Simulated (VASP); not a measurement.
# InW4 (Pm-3m) in VASP: notebook

Runs on InW4. Level: PBE. Tasks: single point.

Program: VASP 6.6.1. These are calculated values, not measurements. Logs are shortened: lines on timing, memory, paths and dates and some standing lists are left out, and cuts for length are marked.

## Step 1: The cell of the first run

The structure is cubic, space group Pm-3m (No. 221). The conventional cell has a = 4.811 Å, b = 4.811 Å, c = 4.811 Å, α = 90.00°, β = 90.00°, γ = 90.00°. In (site symmetry m-3m) has 20 W at 3.40 to 4.17 Å within 4.5 Å. Within 3.2 Å of W (site symmetry 4/mmm) lie 2 W at 2.41 Å. Within 3.2 Å of W (site symmetry m-3m) lie 6 W at 2.41 Å.

## Step 2: Single point, PBE

File INCAR:

```
SYSTEM = InW4
ALGO     = Normal         ! electronic algorithm
EDIFF    = 1E-7           ! SCF threshold, eV
ENCUT    = 520            ! plane-wave cutoff, eV
GGA      = PE             ! functional
ISIF     = 2              ! what is computed and relaxed
ISMEAR   = 0              ! smearing method
LASPH    = .TRUE.         ! aspherical terms in the spheres
LCHARG   = .FALSE.        ! write CHGCAR
LREAL    = .FALSE.        ! projectors in reciprocal space
LWAVE    = .FALSE.        ! write WAVECAR
NBANDS   = 42             ! bands
NELM     = 100            ! most SCF steps
PREC     = Accurate       ! precision mode
SIGMA    = 0.1            ! smearing width, eV
```

File KPOINTS:

```
k-points
0
G
  4 4 4
  0 0 0
```

File POSCAR:

```
InW4
1.0
    4.8111217918      0.0000000000      0.0000000000
    0.0000000000      4.8111217918      0.0000000000
    0.0000000000      0.0000000000      4.8111217918
In W
1 4
Direct
    0.0000000000      0.0000000000      0.0000000000
    0.0000000000      0.5000000000      0.5000000000
    0.5000000000      0.0000000000      0.5000000000
    0.5000000000      0.5000000000      0.0000000000
    0.5000000000      0.5000000000      0.5000000000
```

Potentials or basis: VASP PAW PBE potentials, release 64 (In_d, W_sv).

Run with:

```sh
> cat potpaw_PBE.64/In_d/POTCAR potpaw_PBE.64/W_sv/POTCAR > POTCAR
> mpirun -np 1 vasp_std > vasp.out
```

OUTCAR:

```text
SYSTEM = InW4
   EDIFF = 1E-7
   ENCUT = 520
   GGA = PE
   ISIF = 2
   ISMEAR = 0
   LASPH = .TRUE.
   LREAL = .FALSE.
   NELM = 100
   PREC = Accurate

 ion  position               nearest neighbor table
   1  0.000  0.000  0.000-   2 3.40   3 3.40   4 3.40   2 3.40   3 3.40   2 3.40   4 3.40   2 3.40
                             3 3.40   4 3.40   3 3.40   4 3.40
   2  0.000  0.500  0.500-   5 2.41   5 2.41   4 3.40   1 3.40   1 3.40   4 3.40   1 3.40   3 3.40
                             1 3.40   3 3.40   4 3.40   3 3.40   4 3.40   3 3.40
   3  0.500  0.000  0.500-   5 2.41   5 2.41   4 3.40   1 3.40   1 3.40   4 3.40   2 3.40   4 3.40
                             2 3.40   4 3.40   1 3.40   2 3.40   1 3.40   2 3.40
   4  0.500  0.500  0.000-   5 2.41   5 2.41   3 3.40   1 3.40   2 3.40   3 3.40   2 3.40   1 3.40
                             3 3.40   3 3.40   1 3.40   2 3.40   2 3.40   1 3.40
   5  0.500  0.500  0.500-   2 2.41   3 2.41   4 2.41   4 2.41   3 2.41   2 2.41

  LATTYP: Found a simple cubic cell.
 ALAT       =     4.8111217918

  Lattice vectors:

 A1 = (   4.8111217918,   0.0000000000,   0.0000000000)
 A2 = (   0.0000000000,   4.8111217918,   0.0000000000)
 A3 = (   0.0000000000,   0.0000000000,   4.8111217918)

Analysis of symmetry for initial positions (statically):
=====================================================================
 Subroutine PRICEL returns:
 Original cell was already a primitive cell.

 Routine SETGRP: Setting up the symmetry group for a
 simple cubic supercell.

 Subroutine GETGRP returns: Found 48 space group operations
 (whereof 48 operations were pure point group operations)
 out of a pool of 48 trial point group operations.

The static configuration has the point symmetry O_h .

Analysis of symmetry for dynamics (positions and initial velocities):
=====================================================================
 Subroutine PRICEL returns:
 Original cell was already a primitive cell.

 Routine SETGRP: Setting up the symmetry group for a
 simple cubic supercell.

 Subroutine GETGRP returns: Found 48 space group operations
 (whereof 48 operations were pure point group operations)
 out of a pool of 48 trial point group operations.

The dynamic configuration has the point symmetry O_h .

 Subroutine INISYM returns: Found 48 space group operations
 (whereof 48 operations are pure point group operations),
 and found     1 'primitive' translations

----------------------------------------------------------------------------------------

                                     Primitive cell

  volume of cell :     111.3625

  direct lattice vectors                    reciprocal lattice vectors
     4.811121792  0.000000000  0.000000000     0.207851733  0.000000000  0.000000000
     0.000000000  4.811121792  0.000000000     0.000000000  0.207851733  0.000000000
     0.000000000  0.000000000  4.811121792     0.000000000  0.000000000  0.207851733

  length of vectors
     4.811121792  4.811121792  4.811121792     0.207851733  0.207851733  0.207851733

  position of ions in fractional coordinates (direct lattice)
     0.000000000  0.000000000  0.000000000
     0.000000000  0.500000000  0.500000000
     0.500000000  0.000000000  0.500000000
     0.500000000  0.500000000  0.000000000
     0.500000000  0.500000000  0.500000000

  ion indices of the primitive-cell ions
   primitive index   ion index
                 1           1
                 2           2
                 3           3
                 4           4
                 5           5

----------------------------------------------------------------------------------------

 KPOINTS: k-points

Automatic generation of k-mesh.
 Grid dimensions read from file:
 generate k-points for:    4    4    4

 Generating k-lattice:

  Cartesian coordinates                     Fractional coordinates (reciprocal lattice)
     0.051962933  0.000000000  0.000000000     0.250000000  0.000000000  0.000000000
     0.000000000  0.051962933  0.000000000     0.000000000  0.250000000  0.000000000
     0.000000000  0.000000000  0.051962933     0.000000000  0.000000000  0.250000000

  Length of vectors
     0.051962933  0.051962933  0.051962933

  Shift w.r.t. Gamma in fractional coordinates (k-lattice)
     0.000000000  0.000000000  0.000000000

 Subroutine IBZKPT returns following result:
 ===========================================

 Found     10 irreducible k-points:

 Following reciprocal coordinates:
            Coordinates               Weight
  0.000000  0.000000  0.000000      1.000000
  0.250000  0.000000  0.000000      6.000000
  0.500000  0.000000  0.000000      3.000000
  0.250000  0.250000  0.000000     12.000000
  0.500000  0.250000  0.000000     12.000000
  0.500000  0.500000  0.000000      3.000000
  0.250000  0.250000  0.250000      8.000000
  0.500000  0.250000  0.250000     12.000000
  0.500000  0.500000  0.250000      6.000000
  0.500000  0.500000  0.500000      1.000000
   k-points           NKPTS =     10   k-points in BZ     NKDIM =     10   number of bands    NBANDS=     42
   number of dos      NEDOS =    301   number of ions     NIONS =      5
   total plane-waves  NPLWV =  46656
   dimension x,y,z NGX =    36 NGY =   36 NGZ =   36
   dimension x,y,z NGXF=    72 NGYF=   72 NGZF=   72
   ions per type =               1   4
   NGX,Y,Z   is equivalent  to a cutoff of  12.44, 12.44, 12.44 a.u.
   NGXF,Y,Z  is equivalent  to a cutoff of  24.88, 24.88, 24.88 a.u.
 SYSTEM =  InW4
   PREC   = accura    normal or accurate (medium, high low for compatibility)
   ISTART =      0    job   : 0-new  1-cont  2-samecut
   ICHARG =      2    charge: 1-file 2-atom 10-const
   ISPIN  =      1    spin polarized calculation?
   LNONCOLLINEAR =      F non collinear calculations
   LSORBIT =      F    spin-orbit coupling
   LASPH  =      T    aspherical Exc in radial PAW
   ENCUT  =  520.0 eV  38.22 Ry    6.18 a.u.   8.95  8.95  8.95*2*pi/ulx,y,z
   NELM   =    100;   NELMIN=  2; NELMDL= -5     # of ELM steps
   EDIFF  = 0.1E-06   stopping-criterion for ELM
   LREAL  =      F    real-space projection
   EDIFFG = 0.1E-05   stopping-criterion for IOM
   NSW    =      0    number of steps for IOM
   IBRION =     -1    ionic relax: 0-MD 1-quasi-New 2-CG
   NFREE  =      0    steps in history (QN), initial steepest desc. (CG)
   ISIF   =      2    stress and relaxation
   ISYM   =      2    0-nonsym 1-usesym 2-fastsym
   POTIM  = 0.5000    time-step for ionic-motion
   TEBEG  =    0.0;   TEEND  =   0.0 temperature during run
   PSTRESS=    0.0 pullay stress
   NELECT =      69.0000    total number of electrons
   NUPDOWN=      -1.0000    fix difference up-down
   EMIN   =  10.00;   EMAX   =-10.00  energy-range for DOS
   EFERMI =   0.00;   METHOD = LEGACY
   ISMEAR =     0;   SIGMA  =   0.10  broadening in eV -4-tet -1-fermi 0-gaus
   EFERMI_NEDOS =   21; number of points for ismear=-14 and -15
   IALGO  =     38    algorithm
   IMIX   =      4    mixing-type and parameters
     AMIX     =   0.40;   BMIX     =  1.00
     AMIX_MAG =   1.60;   BMIX_MAG =  1.00
  volume/ion in A,a.u.               =      22.27       150.30
  Fermi-wavevector in a.u.,A,eV,Ry     =   1.395655  2.637406 26.502160  1.947854
  Thomas-Fermi vector in A             =   2.519086
   LORBIT       =      0    0 simple, 1 ext, 2 COOP (PROOUT), +10 PAW based schemes
   GGA     = PE    functional components
   LHFCALC =     F    Hartree Fock is set to
   AEXX    =    0.0000 exact exchange contribution
   IVDW    =     0    specifies the selected vdW correction
   LEPSILON=     F    determine dielectric tensor
   LRPA    =     F    only Hartree local field effects (RPA)
 non-spin polarized calculation
 Gauss-broadening in eV      SIGMA  =   0.10
  energy-cutoff  :      520.00
  volume of cell :      111.36
 maximum number of plane-waves:      3016
 NGX is ok and might be reduce to    36
   NGX = 17   NGY = 17   NGZ = 17

 number of electron      68.9999984 magnetization

 Free energy of the ion-electron system (eV)
  ---------------------------------------------------
  ext. energy  EPLUGINS =         0.00000000
  ---------------------------------------------------
  free energy    TOTEN  =       -43.87494421 eV

  energy without entropy =      -43.84642631  energy(sigma->0) =      -43.86068526

 E-fermi :   7.4734     XC(G=0): -11.4100

 val. band max:        7.4461475383   @ k =   0.5000   0.5000   0.0000
 cond. band min:       7.5177243322   @ k =   0.5000   0.5000   0.5000
 fundamental gap:      0.0715767939
 Fermi energy:         7.4734082017

 k-point     1 :       0.0000    0.0000    0.0000
  band No.  band energies     occupation
      1     -66.9416      2.00000
      2     -66.8858      2.00000
      3     -66.8858      2.00000
      4     -65.7965      2.00000
      5     -32.0447      2.00000
      6     -32.0447      2.00000
[... 34 lines left out ...]
     41       9.4741      0.00000
     42      10.5608      0.00000

 k-point     2 :       0.2500    0.0000    0.0000
  band No.  band energies     occupation
      1     -66.9330      2.00000
      2     -66.8871      2.00000
      3     -66.8858      2.00000
      4     -65.8049      2.00000
      5     -32.0368      2.00000
      6     -32.0368      2.00000
[... 34 lines left out ...]
     41       9.8415      0.00000
     42      10.3139      0.00000

 k-point     3 :       0.5000    0.0000    0.0000
  band No.  band energies     occupation
      1     -66.9235      2.00000
      2     -66.8891      2.00000
      3     -66.8858      2.00000
      4     -65.8134      2.00000
      5     -32.0288      2.00000
      6     -32.0288      2.00000
[... 267 lines left out ...]
      4     -65.8400      2.00000
      5     -31.6914      2.00000
      6     -31.1587      2.00000
[... 34 lines left out ...]
     41       8.8994      0.00000
     42       9.4222      0.00000

 k-point    10 :       0.5000    0.5000    0.5000
  band No.  band energies     occupation
      1     -66.8891      2.00000
      2     -66.8891      2.00000
      3     -66.8891      2.00000
      4     -65.8491      2.00000
      5     -31.1719      2.00000
      6     -31.1586      2.00000
[... 34 lines left out ...]
     41       8.5109      0.00000
     42       8.5109      0.00000

------------------------ aborting loop because EDIFF is reached ----------------------------------------

  FORCE on cell =-STRESS in cart. coord.  units (eV):
  Direction    XX          YY          ZZ          XY          YZ          ZX
  --------------------------------------------------------------------------------------
  -------------------------------------------------------------------------------------
  Total        0.4753124      0.4753124      0.4753124      0.0000000     -0.0000000      0.0000000
  in kB        6.8383397      6.8383397      6.8383397      0.0000000     -0.0000000      0.0000000
  external PRESSURE =       6.8383397 kB  Pullay stress =       0.0000000 kB

 VOLUME and BASIS-vectors are now :
 -----------------------------------------------------------------------------
  energy-cutoff  :      520.00
  volume of cell :      111.36
      direct lattice vectors                 reciprocal lattice vectors
     4.811121792  0.000000000  0.000000000     0.207851733  0.000000000  0.000000000
     0.000000000  4.811121792  0.000000000     0.000000000  0.207851733  0.000000000
     0.000000000  0.000000000  4.811121792     0.000000000  0.000000000  0.207851733

 POSITION                                       TOTAL-FORCE (eV/Angst)
 -----------------------------------------------------------------------------------
      0.00000      0.00000      0.00000         0.000000      0.000000      0.000000
      0.00000      2.40556      2.40556         0.000000      0.000000      0.000000
      2.40556      0.00000      2.40556         0.000000      0.000000      0.000000
      2.40556      2.40556      0.00000         0.000000      0.000000      0.000000
      2.40556      2.40556      2.40556         0.000000      0.000000      0.000000
 -----------------------------------------------------------------------------------
    total drift:                                0.000000      0.000000      0.000000

  FREE ENERGIE OF THE ION-ELECTRON SYSTEM (eV)
  ---------------------------------------------------
  free  energy   TOTEN  =       -43.8749442135 eV

  energy  without entropy=      -43.8464263148  energy(sigma->0) =      -43.86068526
```

Wall time 26 s (1 thread of Intel Xeon 6975P-C (Granite Rapids), shared host); peak memory 0.21 GiB.

What came out:

- Free energy: -43.8749 eV
- Pressure: 0.7 GPa

Caveat: spin-orbit coupling is left out, which moves the levels of the heavy elements.

(Part 1 of 2 ends here.)
